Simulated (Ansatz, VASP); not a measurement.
## Two plane-wave programs on MgO

```
Mg O
1.0
     0.00000    1.94907    2.10711
     2.10711    0.00000    2.10711
     2.10711    1.94907    0.00000
Mg O
1 1
Direct
  0.00000 0.00000 0.00000
  0.50000 0.50000 0.50000
```

Change from the starting cell: strain -0.0750 x Voigt [0, 1, 0, 0, 0, 0], atoms carried along.

Alike in both runs: task single point; functional PBEsol; k mesh 10 × 10 × 10; occupations gaussian, width 0.05 eV; no spin polarisation.

|  | VASP | Ansatz |
| --- | --- | --- |
| version | VASP 6.6.1 | Ansatz 0.2.0 |
| potentials or method | VASP PAW PBE potentials, release 64 (Mg, O), cutoff 520 eV | scalar-relativistic, plane waves, PAW |
| valence electrons in the cell | 8 | 16 |

Ansatz gave:

```
gap on the k mesh at the Fermi level (eV)                     : 5.29
least direct gap on the mesh (eV)                             : 5.29
pressure (GPa)                                                : 17.0
traceless stress, the component that is largest in VASP (GPa) : 18.39
```

Problem. Which values does VASP return?

Solution. gap on the k mesh at the Fermi level (eV): 5.30; least direct gap on the mesh (eV): 5.30; pressure (GPa): 16.7; traceless stress, the component that is largest in VASP (GPa): 18.63.

VASP's potentials were made for PBE, not for PBEsol. VASP's potentials hold 8 valence electrons a cell and Ansatz's 16, so a difference there can come from the potentials and not from the codes.
